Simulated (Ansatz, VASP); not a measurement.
## Nb: VASP beside Ansatz

File INCAR:

```
PREC     = Accurate       # precision mode
ENCUT    = 520            # plane-wave cutoff, eV
EDIFF    = 1E-6           # SCF threshold, eV
ISMEAR   = -1             # smearing method
SIGMA    = 0.05           # smearing width, eV
LREAL    = F              # projectors in reciprocal space
LASPH    = T              # aspherical terms in the spheres
NELM     = 60             # most SCF steps
ALGO     = Normal         # electronic algorithm
ISIF     = 2              # what is computed and relaxed
LWAVE    = F              # write WAVECAR
LCHARG   = F              # write CHGCAR
GGA      = PS             # functional
NBANDS   = 12             # bands
```

The input KPOINTS:

```
regular mesh
0
Gamma
  18 18 18
```

The input POSCAR:

```
Nb
1.0
   -1.6029075952      1.6029075952      1.6029075952
    1.6029075952     -1.6029075952      1.6029075952
    1.6029075952      1.6029075952     -1.6029075952
Nb
1
Direct
    0.0000000000      0.0000000000      0.0000000000
```

Input for Ansatz:

```yaml
crystal:
  lattice:
    - [-1.6029075952, 1.6029075952, 1.6029075952]
    - [1.6029075952, -1.6029075952, 1.6029075952]
    - [1.6029075952, 1.6029075952, -1.6029075952]
  atoms:
    - { symbol: Nb, position: [0.0, 0.0, 0.0] }
kpoints:
  mp_grid: { grid: [18, 18, 18] }
scf:
  occupations: { method: fermi_dirac, width: 0.05 }
hamiltonian:
  xc: pbesol
  pseudopotentials: { kind: all_electron, lapw: { basis_error: 0.001 } }
output:
  forces: true
  stress: true
  eigenvalues: true
  populations: true
```

Change from the starting cell: volume scaled by 0.94, LAPW.

Alike in both runs: task single point; functional PBEsol; k mesh 18 × 18 × 18; occupations fermi-dirac, width 0.05 eV; no spin polarisation.

```csv
,VASP,Ansatz
version,VASP 6.6.1,Ansatz 0.2.0
potentials or method,"VASP PAW PBE potentials, release 64 (Nb_sv), cutoff 520 eV","all-electron LAPW, scalar-relativistic"
```

|  | VASP | Ansatz | Ansatz less VASP |
| --- | --- | --- | --- |
| pressure (GPa) | 12.1 | 12.4 | +0.30 |

VASP's potentials were made for PBE, not for PBEsol. Ansatz ran all-electron here, and VASP with PAW potentials.
